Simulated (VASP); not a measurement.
**LiF: single point with PBE**

LiF:

```xyz
8
Lattice="4.0100 0.0000 0.0000 0.0000 4.0100 0.0000 0.0000 0.0000 4.0100" Properties=species:S:1:pos:R:3 pbc="T T T"
Li    0.0000    0.0000    0.0000
Li    2.0050    2.0050    0.0000
Li    2.0050    0.0000    2.0050
Li    0.0000    2.0050    2.0050
F     2.0050    2.0050    2.0050
F     4.0100    4.0100    2.0050
F     4.0100    2.0050    4.0100
F     2.0050    4.0100    4.0100
```

```
Program             : VASP 6.6.1
Task                : single point
Functional          : PBE
Potentials or basis : VASP PAW PBE potentials, release 64 (Li_sv, F)
Cutoff              : 750 eV
k mesh              : 1 × 1 × 1
Occupations         : gaussian, width 0.01 eV
Spin                : no spin polarisation
```

- Pressure: -6.3 GPa
- Band gap on the k mesh: 9.29 eV

Levels at points of the mesh, in eV from the valence-band top:
| k point | band 18 | band 19 | band 20 | band 21 | band 22 | band 23 |
| --- | --- | --- | --- | --- | --- | --- |
| (0.00, 0.00, 0.00) | 0.00 | 0.00 | 0.00 | 9.29 | 15.01 | 15.01 |

Wall time 11 s on 1 thread of Intel(R) Xeon(R) Platinum 8259CL CPU @ 2.50GHz (Skylake/Cascade Lake), on a shared host, peak memory 0.18 GiB.

Caveat: the k points lie up to 1.57 Å⁻¹ apart. PBE gaps usually lie below the measured ones, often by a third to a half.
